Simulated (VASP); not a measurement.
BP:

```xyz
2
Lattice="3.2089 0.0000 0.0000 1.6044 2.7789 0.0000 1.6044 0.9263 2.6200" Properties=species:S:1:pos:R:3 pbc="T T T"
B     0.0000    0.0000    0.0000
P     1.6044    0.9263    0.6550
```

| Item | Value |
| --- | --- |
| Program | VASP 6.6.1 |
| Task | relaxation of cell and atoms |
| Functional | PBE |
| Dispersion | D3(BJ) |
| Potentials or basis | VASP PAW PBE potentials, release 64 (B, P) |
| Cutoff | 600 eV |
| k mesh | 8 × 8 × 8 |
| Occupations | gaussian, width 0.01 eV |
| Spin | no spin polarisation |

At the start: pressure -3.5 GPa; volume 11.68 Å³/atom.

Task: How do energy, volume and symmetry change on relaxing?

Result: Over 3 steps the energy falls by 2.8 meV/atom and the volume is 11.43 Å³/atom (-2.1 %); space group F-43m (No. 216, to 0.05 Å).

Step by step:
```csv
step,energy change (eV),largest force (eV/Å),pressure (GPa),volume (Å³)
1,0.0000,0.0000,-3.54,23.36
2,-0.0025,0.0000,2.81,22.50
3,-0.0056,0.0000,0.00,22.86
```

Final structure:
```cif
data_structure
_symmetry_space_group_name_H-M 'P 1'
_symmetry_Int_Tables_number 1
_cell_length_a 3.1858
_cell_length_b 3.1858
_cell_length_c 3.1858
_cell_angle_alpha 60.000
_cell_angle_beta 60.000
_cell_angle_gamma 60.000
_cell_volume 22.86
loop_
_atom_site_label
_atom_site_type_symbol
_atom_site_fract_x
_atom_site_fract_y
_atom_site_fract_z
_atom_site_occupancy
B1 B 0.00000 0.00000 0.00000 1
P1 P 0.25000 0.25000 0.25000 1
```
